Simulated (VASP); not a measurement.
Runs of VASP 6.6.1 on Sb. The structure is that of space group Pm-3m (No. 221), or close to it. The cells are those of the table. This isn't the form of Sb at room conditions, which is rhombohedral.

```csv
cell,gap on the mesh (eV),pressure (GPa)
"a = 3.235, b = 4.388, c = 4.387 Å, angles 90.0, 90.1, 90.0°, 2 atoms",none,(b)
"a = 3.235, b = 4.352, c = 4.351 Å, angles 90.0, 90.1, 90.0°, 2 atoms",none,(a)
"a = 3.110, b = 4.396, c = 4.395 Å, angles 90.0, 90.1, 90.0°, 2 atoms",none,0.0
"a = 3.173, b = 4.391, c = 4.390 Å, angles 90.0, 90.1, 90.0°, 2 atoms",none,-0.9
"a = 3.173, b = 4.374, c = 4.373 Å, angles 90.0, 90.1, 90.0°, 2 atoms",none,-0.5
```

Alike in all rows: task single point; level PBE; potentials or basis VASP PAW PBE potentials, release 64 (Sb); no spin polarisation; k mesh 14 × 10 × 10; cutoff (eV) 520; smearing gaussian 0.1 eV.

Fill in the values left out.

(a) -0.7; (b) -1.6.

Caveats: spin-orbit coupling is left out, which moves the levels of the heavy elements.

A k mesh can miss the band edges, and the runs leave out spin-orbit coupling on Sb.

A gap of «none» marks levels without a gap at the run's occupations.
